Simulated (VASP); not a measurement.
# SiNi2 (P6_3/mmc) in VASP: further runs

SiNi2 is run at these levels: r2SCAN; tasks: single point.

All numbers are computed with VASP 6.6.1; they aren't measurements. Logs are shortened: lines on timing, memory, paths and dates and some standing lists are left out, and cuts for length are marked.

### 1 The cell of the first run

It takes space group P6_3/mmc (No. 194, hexagonal). The conventional cell has a = 3.753 Å, b = 3.753 Å, c = 4.853 Å, α = 90.00°, β = 90.00°, γ = 120.00°. Si (site symmetry -6m2) has 11 Ni at 2.17 to 2.48 Å within 2.9 Å. Within 3.2 Å of Ni (site symmetry -3m) lie 8 Ni at 2.43 to 2.48 Å and 6 Si at 2.48 Å. Ni (site symmetry -6m2) has 5 Si at 2.17 to 2.43 Å and 6 Ni at 2.48 Å within 2.9 Å.

### 2 Single point, r2SCAN (strain -0.030 along x and y, -0.015 along z)

File POSCAR:

```
SiNi2
1.0
    3.7534591383      0.0000000000      0.0000000000
   -1.8767295691      3.2505909658      0.0000000000
    0.0000000000      0.0000000000      4.8529090030
Si Ni
2 4
Direct
    0.3333333333      0.6666666667      0.7500000000
    0.6666666667      0.3333333333      0.2500000000
    0.0000000000      0.0000000000      0.0000000000
    0.0000000000      0.0000000000      0.5000000000
    0.3333333333      0.6666666667      0.2500000000
    0.6666666667      0.3333333333      0.7500000000
```

File INCAR.step1:

```
SYSTEM = SiNi2
ALGO = Normal ; EDIFF = 1E-4
ENCUT = 520 ; GGA = PE
ISMEAR = 0 ; LASPH = .True.
LCHARG = .False. ; LREAL = .False.
LWAVE = .True. ; NBANDS = 33
NELM = 80 ; PREC = Accurate
SIGMA = 0.15
```

File INCAR.step2:

```
SYSTEM = SiNi2
ALGO = Normal ; EDIFF = 1E-6
ENCUT = 520 ; ISIF = 2
ISMEAR = 0 ; ISTART = 1
LASPH = .True. ; LCHARG = .True.
LELF = .True. ; LMIXTAU = .True.
LREAL = .False. ; LVHAR = .True.
LWAVE = .False. ; METAGGA = R2SCAN
NBANDS = 33 ; NELM = 80
PREC = Accurate ; SIGMA = 0.15
```

File KPOINTS:

```
k-points
0
Gamma
  12 12 10
  0 0 0
```

Potentials or basis: VASP PAW PBE potentials, release 64 (Si, Ni).

On the command line:

```bash
$ cat potpaw_PBE.64/Si/POTCAR potpaw_PBE.64/Ni/POTCAR > POTCAR
$ cp INCAR.step1 INCAR
$ mpirun -np 1 vasp_std > vasp.out
$ cp INCAR.step2 INCAR
$ mpirun -np 1 vasp_std > vasp.out
```

OUTCAR:

```text
SYSTEM = SiNi2
   EDIFF = 1E-6
   ENCUT = 520
   ISIF = 2
   ISMEAR = 0
   ISTART = 1
   LASPH = .True.
   LREAL = .False.
   METAGGA = R2SCAN
   NELM = 80
   PREC = Accurate

 ion  position               nearest neighbor table
   1  0.333  0.667  0.750-   6 2.17   6 2.17   6 2.17   5 2.43   5 2.43   3 2.48   4 2.48   4 2.48
                             3 2.48   4 2.48   3 2.48
   2  0.667  0.333  0.250-   5 2.17   5 2.17   5 2.17   6 2.43   6 2.43   3 2.48   4 2.48   3 2.48
                             4 2.48   3 2.48   4 2.48
   3  0.000  0.000  0.000-   4 2.43   4 2.43   1 2.48   5 2.48   6 2.48   2 2.48   1 2.48   5 2.48
                             2 2.48   6 2.48   2 2.48   6 2.48   1 2.48   5 2.48
   4  0.000  0.000  0.500-   3 2.43   3 2.43   1 2.48   5 2.48   6 2.48   2 2.48   1 2.48   5 2.48
                             2 2.48   6 2.48   2 2.48   6 2.48   1 2.48   5 2.48
   5  0.333  0.667  0.250-   2 2.17   2 2.17   2 2.17   1 2.43   1 2.43   3 2.48   4 2.48   4 2.48
                             3 2.48   4 2.48   3 2.48
   6  0.667  0.333  0.750-   1 2.17   1 2.17   1 2.17   2 2.43   2 2.43   3 2.48   4 2.48   3 2.48
                             4 2.48   3 2.48   4 2.48

  LATTYP: Found a hexagonal cell.
 ALAT       =     3.7534591383
 C/A-ratio  =     1.2929164337

  Lattice vectors:

 A1 = (   3.7534591383,   0.0000000000,   0.0000000000)
 A2 = (  -1.8767295691,   3.2505909658,   0.0000000000)
 A3 = (   0.0000000000,   0.0000000000,   4.8529090030)

Analysis of symmetry for initial positions (statically):
=====================================================================
 Subroutine PRICEL returns:
 Original cell was already a primitive cell.

 Routine SETGRP: Setting up the symmetry group for a
 hexagonal supercell.

 Subroutine GETGRP returns: Found 24 space group operations
 (whereof 12 operations were pure point group operations)
 out of a pool of 24 trial point group operations.

The static configuration has the point symmetry D_3d.
 The point group associated with its full space group is D_6h.

Analysis of symmetry for dynamics (positions and initial velocities):
=====================================================================
 Subroutine PRICEL returns:
 Original cell was already a primitive cell.

 Routine SETGRP: Setting up the symmetry group for a
 hexagonal supercell.

 Subroutine GETGRP returns: Found 24 space group operations
 (whereof 12 operations were pure point group operations)
 out of a pool of 24 trial point group operations.

The dynamic configuration has the point symmetry D_3d.
 The point group associated with its full space group is D_6h.

 Subroutine INISYM returns: Found 24 space group operations
 (whereof 12 operations are pure point group operations),
 and found     1 'primitive' translations

----------------------------------------------------------------------------------------

                                     Primitive cell

  volume of cell :      59.2102

  direct lattice vectors                    reciprocal lattice vectors
     3.753459138  0.000000000  0.000000000     0.266420910  0.153818184  0.000000000
    -1.876729569  3.250590966  0.000000000     0.000000000  0.307636368  0.000000000
     0.000000000  0.000000000  4.852909003     0.000000000  0.000000000  0.206061972

  length of vectors
     3.753459138  3.753459138  4.852909003     0.307636368  0.307636368  0.206061972

  position of ions in fractional coordinates (direct lattice)
     0.333333333  0.666666667  0.750000000
     0.666666667  0.333333333  0.250000000
     0.000000000  0.000000000  0.000000000
     0.000000000  0.000000000  0.500000000
     0.333333333  0.666666667  0.250000000
     0.666666667  0.333333333  0.750000000

  ion indices of the primitive-cell ions
   primitive index   ion index
                 1           1
                 2           2
                 3           3
                 4           4
                 5           5
                 6           6

----------------------------------------------------------------------------------------

 KPOINTS: k-points

Automatic generation of k-mesh.
 Grid dimensions read from file:
 generate k-points for:   12   12   10

 Generating k-lattice:

  Cartesian coordinates                     Fractional coordinates (reciprocal lattice)
     0.022201743  0.012818182  0.000000000     0.083333333 -0.000000000  0.000000000
     0.000000000  0.025636364  0.000000000     0.000000000  0.083333333  0.000000000
     0.000000000  0.000000000  0.020606197     0.000000000  0.000000000  0.100000000

  Length of vectors
     0.025636364  0.025636364  0.020606197

  Shift w.r.t. Gamma in fractional coordinates (k-lattice)
     0.000000000  0.000000000  0.000000000

 Subroutine IBZKPT returns following result:
 ===========================================

 Found    114 irreducible k-points:

 Following reciprocal coordinates:
            Coordinates               Weight
  0.000000  0.000000  0.000000      1.000000
  0.083333  0.000000  0.000000      6.000000
  0.166667  0.000000  0.000000      6.000000
  0.250000  0.000000  0.000000      6.000000
  0.333333  0.000000  0.000000      6.000000
  0.416667  0.000000  0.000000      6.000000
[... 16 lines left out ...]
  0.250000  0.000000  0.100000     12.000000
  0.333333  0.000000  0.100000     12.000000
 [... further k-points ...]
   k-points           NKPTS =    114   k-points in BZ     NKDIM =    114   number of bands    NBANDS=     33
   number of dos      NEDOS =    301   number of ions     NIONS =      6
   total plane-waves  NPLWV =  28224
   dimension x,y,z NGX =    28 NGY =   28 NGZ =   36
   dimension x,y,z NGXF=    56 NGYF=   56 NGZF=   72
   ions per type =               2   4
   NGX,Y,Z   is equivalent  to a cutoff of  12.40, 12.40, 12.33 a.u.
   NGXF,Y,Z  is equivalent  to a cutoff of  24.80, 24.80, 24.67 a.u.
 SYSTEM =  SiNi2
   PREC   = accura    normal or accurate (medium, high low for compatibility)
   ISTART =      1    job   : 0-new  1-cont  2-samecut
   ICHARG =      0    charge: 1-file 2-atom 10-const
   ISPIN  =      1    spin polarized calculation?
   LNONCOLLINEAR =      F non collinear calculations
   LSORBIT =      F    spin-orbit coupling
   LASPH  =      T    aspherical Exc in radial PAW
   ENCUT  =  520.0 eV  38.22 Ry    6.18 a.u.   6.98  6.98  9.02*2*pi/ulx,y,z
   NELM   =     80;   NELMIN=  2; NELMDL=  0     # of ELM steps
   EDIFF  = 0.1E-05   stopping-criterion for ELM
   LREAL  =      F    real-space projection
   EDIFFG = 0.1E-04   stopping-criterion for IOM
   NSW    =      0    number of steps for IOM
   IBRION =     -1    ionic relax: 0-MD 1-quasi-New 2-CG
   NFREE  =      0    steps in history (QN), initial steepest desc. (CG)
   ISIF   =      2    stress and relaxation
   ISYM   =      2    0-nonsym 1-usesym 2-fastsym
   POTIM  = 0.5000    time-step for ionic-motion
   TEBEG  =    0.0;   TEEND  =   0.0 temperature during run
   PSTRESS=    0.0 pullay stress
   NELECT =      48.0000    total number of electrons
   NUPDOWN=      -1.0000    fix difference up-down
   EMIN   =  10.00;   EMAX   =-10.00  energy-range for DOS
   EFERMI =   0.00;   METHOD = LEGACY
   ISMEAR =     0;   SIGMA  =   0.15  broadening in eV -4-tet -1-fermi 0-gaus
   EFERMI_NEDOS =   21; number of points for ismear=-14 and -15
   IALGO  =     38    algorithm
   IMIX   =      4    mixing-type and parameters
     AMIX     =   0.40;   BMIX     =  1.00
     AMIX_MAG =   1.60;   BMIX_MAG =  1.00
  volume/ion in A,a.u.               =       9.87        66.59
  Fermi-wavevector in a.u.,A,eV,Ry     =   1.526476  2.884621 31.703311  2.330128
  Thomas-Fermi vector in A             =   2.634504
   LORBIT       =      0    0 simple, 1 ext, 2 COOP (PROOUT), +10 PAW based schemes
   METAGGA = R2SCAN    functional components
   LHFCALC =     F    Hartree Fock is set to
   AEXX    =    0.0000 exact exchange contribution
   IVDW    =     0    specifies the selected vdW correction
   LEPSILON=     F    determine dielectric tensor
   LRPA    =     F    only Hartree local field effects (RPA)
 non-spin polarized calculation
 Gauss-broadening in eV      SIGMA  =   0.15
  energy-cutoff  :      520.00
  volume of cell :       59.21
 maximum number of plane-waves:      1620
 NGX is ok and might be reduce to    28
   NGX = 13   NGY = 13   NGZ = 19

 number of electron      47.9999993 magnetization

 Free energy of the ion-electron system (eV)
  ---------------------------------------------------
  ext. energy  EPLUGINS =         0.00000000
  ---------------------------------------------------
  free energy    TOTEN  =       -67.95459268 eV

  energy without entropy =      -67.91895457  energy(sigma->0) =      -67.93677362

 E-fermi :  12.5603     XC(G=0): -14.6190

 val. band max:       12.5536376320   @ k =   0.2500   0.2500   0.5000
 cond. band min:      12.5670903247   @ k =   0.2500   0.1667   0.2000
 fundamental gap:      0.0134526927
 Fermi energy:        12.5602711844

 k-point     1 :       0.0000    0.0000    0.0000
  band No.  band energies     occupation
      1      -1.5012      2.00000
      2       3.4852      2.00000
      3       5.0552      2.00000
      4       6.5965      2.00000
      5       6.5965      2.00000
      6       7.9582      2.00000
[... 25 lines left out ...]
     32      19.6429      0.00000
     33      21.6664      0.00000

 k-point     2 :       0.0833    0.0000    0.0000
  band No.  band energies     occupation
      1      -1.3985      2.00000
      2       3.5048      2.00000
      3       5.1259      2.00000
      4       6.5903      2.00000
      5       6.6521      2.00000
      6       7.6188      2.00000
[... 25 lines left out ...]
     32      20.1606      0.00000
     33      20.9763      0.00000
[... 754 lines left out ...]
     32      20.1779      0.00000
     33      20.6391      0.00000

 k-point    24 :       0.3333    0.0000    0.1000
  band No.  band energies     occupation
      1       0.1303      2.00000
      2       3.2756      2.00000
      3       5.2174      2.00000
      4       6.1018      2.00000
      5       7.2172      2.00000
      6       7.4321      2.00000
[... 25 lines left out ...]
     32      20.5169      0.00000
     33      21.7797      0.00000

 [... further k-points ...]

------------------------ aborting loop because EDIFF is reached ----------------------------------------

  FORCE on cell =-STRESS in cart. coord.  units (eV):
  Direction    XX          YY          ZZ          XY          YZ          ZX
  --------------------------------------------------------------------------------------
  -------------------------------------------------------------------------------------
  Total        9.1108704      9.1108704      5.7874131      0.0000000      0.0000000      0.0000000
  in kB      246.5325609    246.5325609    156.6025772      0.0000000      0.0000000      0.0000000
  external PRESSURE =     216.5558997 kB  Pullay stress =       0.0000000 kB

 VOLUME and BASIS-vectors are now :
 -----------------------------------------------------------------------------
  energy-cutoff  :      520.00
  volume of cell :       59.21
      direct lattice vectors                 reciprocal lattice vectors
     3.753459138  0.000000000  0.000000000     0.266420910  0.153818184  0.000000000
    -1.876729569  3.250590966  0.000000000     0.000000000  0.307636368  0.000000000
     0.000000000  0.000000000  4.852909003     0.000000000  0.000000000  0.206061972

 POSITION                                       TOTAL-FORCE (eV/Angst)
 -----------------------------------------------------------------------------------
     -0.00000      2.16706      3.63968        -0.000000      0.000000      0.000000
      1.87673      1.08353      1.21323        -0.000000     -0.000000      0.000000
      0.00000      0.00000      0.00000        -0.000000      0.000000      0.000000
      0.00000      0.00000      2.42645        -0.000000      0.000000      0.000000
     -0.00000      2.16706      1.21323        -0.000000      0.000000      0.000000
      1.87673      1.08353      3.63968         0.000000     -0.000000      0.000000
 -----------------------------------------------------------------------------------
    total drift:                                0.000000      0.000000      0.000000

  FREE ENERGIE OF THE ION-ELECTRON SYSTEM (eV)
  ---------------------------------------------------
  free  energy   TOTEN  =       -67.9545926802 eV

  energy  without entropy=      -67.9189545650  energy(sigma->0) =      -67.93677362
```

Wall time 24 min (1 thread of Oxide Virtual Turin-like, shared host); peak memory 0.27 GiB.

Results:

* Free energy: -67.9546 eV
* Pressure: 21.7 GPa
* Band gap on the k mesh: zero (bands 24 and 25 overlap by 4.07 eV)

Levels at points of the mesh, in eV from the Fermi level:
| k point | band 22 | band 23 | band 24 | band 25 | band 26 | band 27 |
| --- | --- | --- | --- | --- | --- | --- |
| (0.00, 0.00, 0.00) | -0.72 | 0.06 | 3.07 | 3.07 | 3.32 | 3.32 |
| (0.50, 0.00, 0.00) | -1.40 | -1.21 | -0.79 | -0.70 | 1.61 | 2.09 |
| (0.00, 0.00, 0.50) | -1.45 | 2.84 | 2.84 | 3.77 | 3.77 | 3.77 |
| (0.50, 0.00, 0.50) | -1.47 | -1.07 | -1.07 | 1.09 | 1.09 | 3.60 |

Caveat: the cell differs from its parent crystal (strain -0.030 along x and y, -0.015 along z); the stress differs along the axes, from 16 to 25 GPa; the PAW data sets were made with another functional, which shifts forces and pressure a little.

### 3 Single point, r2SCAN (strain -0.030 along x and y, +0.000 along z)

Changes to POSCAR since step 2:

```diff
@@ -4,3 +4,3 @@
    -1.8767295691      3.2505909658      0.0000000000
-    0.0000000000      0.0000000000      4.8529090030
+    0.0000000000      0.0000000000      4.9268111706
 Si Ni
```

File INCAR.step1:

```
SYSTEM = SiNi2
ALGO = Normal
EDIFF = 1E-4
ENCUT = 520
GGA = PE
ISMEAR = 0
LASPH = .TRUE.
LCHARG = .FALSE.
LREAL = .FALSE.
LWAVE = .TRUE.
NBANDS = 33
NELM = 60
PREC = Accurate
SIGMA = 0.15
```

File INCAR.step2:

```
SYSTEM = SiNi2
ALGO = Normal
EDIFF = 1E-6
ENCUT = 520
ISIF = 2
ISMEAR = 0
ISTART = 1
LASPH = .TRUE.
LCHARG = .TRUE.
LELF = .TRUE.
LMIXTAU = .TRUE.
LREAL = .FALSE.
LVHAR = .TRUE.
LWAVE = .FALSE.
METAGGA = R2SCAN
NBANDS = 33
NELM = 60
PREC = Accurate
SIGMA = 0.15
```

File KPOINTS:

```
k-points
0
G
  12 12 10
  0 0 0
```

Potentials or basis: VASP PAW PBE potentials, release 64 (Si, Ni).

On the command line:

```bash
$ cat potpaw_PBE.64/Si/POTCAR potpaw_PBE.64/Ni/POTCAR > POTCAR
$ cp INCAR.step1 INCAR
$ mpirun -np 1 vasp_std > vasp.out
$ cp INCAR.step2 INCAR
$ mpirun -np 1 vasp_std > vasp.out
```

It took 23 min on 1 thread of Oxide Virtual Turin-like, shared host; peak memory 0.27 GiB.

The run converged. Its results:

```
Free energy            : -68.0236 eV
Pressure               : 18.2 GPa
Band gap on the k mesh : zero (bands 24 and 25 overlap by 4.14 eV)
```

Stress tensor (GPa, compression positive):
```
22.45  0.00  0.00
 0.00 22.45  0.00
 0.00  0.00  9.67
```

Levels at points of the mesh, in eV from the Fermi level:
```csv
k point,band 21,band 22,band 23,band 24,band 25,band 26,band 27,band 28
"(0.00, 0.00, 0.00)",-0.69,-0.69,0.00,3.16,3.16,3.36,3.36,3.70
"(0.50, 0.00, 0.00)",-1.62,-1.37,-1.19,-0.77,-0.72,1.53,2.08,3.65
"(0.00, 0.00, 0.50)",-1.42,-1.42,2.68,2.68,3.79,3.79,3.79,3.79
"(0.50, 0.00, 0.50)",-1.44,-1.44,-1.06,-1.06,1.09,1.09,3.61,3.61
```

Caveat: the cell differs from its parent crystal (strain -0.030 along x and y, +0.000 along z); the stress differs along the axes, from 10 to 22 GPa; the PAW data sets were made with another functional, which shifts forces and pressure a little. Spin polarisation is off, so any magnetic state and its effect on volume and gap are missing.
